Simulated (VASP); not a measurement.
A run of VASP 6.6.1:

File INCAR:

```
SYSTEM = Rh
PREC = Accurate
ENCUT = 600
EDIFF = 1E-6
ISMEAR = -1
SIGMA = 0.05
LREAL = .FALSE.
LASPH = .TRUE.
NELM = 100
ALGO = Normal
ISIF = 3
LWAVE = .FALSE.
LCHARG = .FALSE.
GGA = PE
IBRION = 2
NSW = 60
EDIFFG = -0.005
```

The input KPOINTS:

```
Automatic mesh
0
G
  17 17 10
  0 0 0
```

File POSCAR:

```
Rh
1.0
    2.7157318845      0.0000000000      0.0000000000
   -1.3578659422      2.3518928018      0.0000000000
    0.0000000000      0.0000000000      4.3994856529
Rh
2
Direct
    0.3333333333      0.6666666667      0.2500000000
    0.6666666667      0.3333333333      0.7500000000
```

Potentials or basis: VASP PAW PBE potentials, release 64 (Rh_pv).

Launch:

```sh
$ cat potpaw_PBE.64/Rh_pv/POTCAR > POTCAR
$ mpirun -np 1 vasp_std > vasp.out
```

Hardware: 1 thread of Intel Xeon 8259CL, on a shared host.

Problem. Estimate the wall time of this run.

Solution. Run time: 6.2 min on 1 thread of Intel Xeon 8259CL, on a shared host, peak memory 0.25 GiB. Counts: scf iterations 38, k points 198, ion steps 6.
